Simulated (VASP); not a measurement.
Input of a VASP 6.6.1 run:

Contents of INCAR:

```
SYSTEM = Mo
  PREC = Accurate
  ENCUT = 520
  EDIFF = 1E-6
  ISMEAR = -1
  SIGMA = 0.05
  LREAL = .FALSE.
  LASPH = .TRUE.
  NELM = 100
  ALGO = Normal
  ISIF = 2
  LWAVE = .FALSE.
  LCHARG = .FALSE.
  GGA = PS
  NBANDS = 13
```

File KPOINTS:

```
regular mesh
0
G
  7 7 7
  0 0 0
```

The input POSCAR:

```
Mo
1.0
   -1.5838089719      1.5838089719      1.5838089719
    1.5838089719     -1.5838089719      1.5838089719
    1.5838089719      1.5838089719     -1.5838089719
Mo
1
Direct
    0.0000000000      0.0000000000      0.0000000000
```

Potentials or basis: VASP PAW PBE potentials, release 64 (Mo_sv).

Command:

```sh
$ cat potpaw_PBE.64/Mo_sv/POTCAR > POTCAR
$ mpirun -np 1 vasp_std > vasp.out
```

Problem. Predict the band gap on the k mesh.

Solution. Zero (band 7 reaches 15.05 eV, above the bottom of band 8 at 10.86 eV).

Problem. Estimate the pressure.

Solution. -8.3 GPa.

Caveat: the k points lie up to 0.40 Å⁻¹ apart; the PAW data sets were made with another functional, which shifts forces and pressure a little.
